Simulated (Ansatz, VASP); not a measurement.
**One calculation of TaTe, two programs**

Contents of POSCAR:

```
TaTe
1.0
    0.0000000000      2.8794663213      2.8794663213
    2.8794663213      0.0000000000      2.8794663213
    2.8794663213      2.8794663213      0.0000000000
Ta Te
1 1
Direct
    0.5000000000      0.5000000000      0.5000000000
    0.0000000000      0.0000000000      0.0000000000
```

INCAR.step1

```
SYSTEM = TaTe
  PREC = Accurate
  ENCUT = 520
  ISMEAR = 0
  SIGMA = 0.05
  LREAL = .FALSE.
  LASPH = .TRUE.
  NELM = 80
  NBANDS = 16
  GGA = PE
  ALGO = Normal
  EDIFF = 1E-4
  LWAVE = .TRUE.
  LCHARG = .FALSE.
```

INCAR.step2

```
SYSTEM = TaTe
  PREC = Accurate
  ENCUT = 520
  EDIFF = 1E-6
  ISMEAR = 0
  SIGMA = 0.05
  LREAL = .FALSE.
  LASPH = .TRUE.
  NELM = 80
  ALGO = Normal
  ISIF = 2
  LWAVE = .FALSE.
  LCHARG = .FALSE.
  METAGGA = R2SCAN
  LMIXTAU = .TRUE.
  NBANDS = 16
  ISTART = 1
```

The input KPOINTS:

```
regular mesh
0
G
  10 10 10
  0 0 0
```

Input for Ansatz:

```yaml
crystal:
  lattice:
    - [0.0, 2.8794663213, 2.8794663213]
    - [2.8794663213, 0.0, 2.8794663213]
    - [2.8794663213, 2.8794663213, 0.0]
  atoms:
    - { symbol: Ta, position: [0.5, 0.5, 0.5] }
    - { symbol: Te, position: [0.0, 0.0, 0.0] }
basis:
  ecutwfc: 500
  ecutrho_ratio: 4
kpoints:
  mp_grid: { grid: [10, 10, 10] }
hamiltonian:
  xc: r2scan
scf:
  occupations: { method: gaussian, width: 0.05 }
output:
  forces: true
  stress: true
  eigenvalues: true
```

Alike in both runs: task single point; functional r2SCAN; k mesh 10 × 10 × 10; occupations gaussian, width 0.05 eV; no spin polarisation.

|  | VASP | Ansatz |
| --- | --- | --- |
| version | VASP 6.6.1 | Ansatz 0.2.0 |
| potentials or method | VASP PAW PBE potentials, release 64 (Ta_pv, Te), cutoff 520 eV | scalar-relativistic, plane waves, PAW |
| valence electrons in the cell | 17 | 29 |

|  | VASP | Ansatz | Ansatz less VASP |
| --- | --- | --- | --- |
| gap on the k mesh at the Fermi level (eV) | none | none | - |
| pressure (GPa) | -4.8 | -5.0 | -0.24 |

VASP's potentials were made for PBE, not for r2SCAN. A gap of «none» marks a metal or a gap that the smearing closes. VASP's potentials hold 17 valence electrons a cell and Ansatz's 29, so a difference there can come from the potentials and not from the codes.

Neither program's run includes spin-orbit coupling.
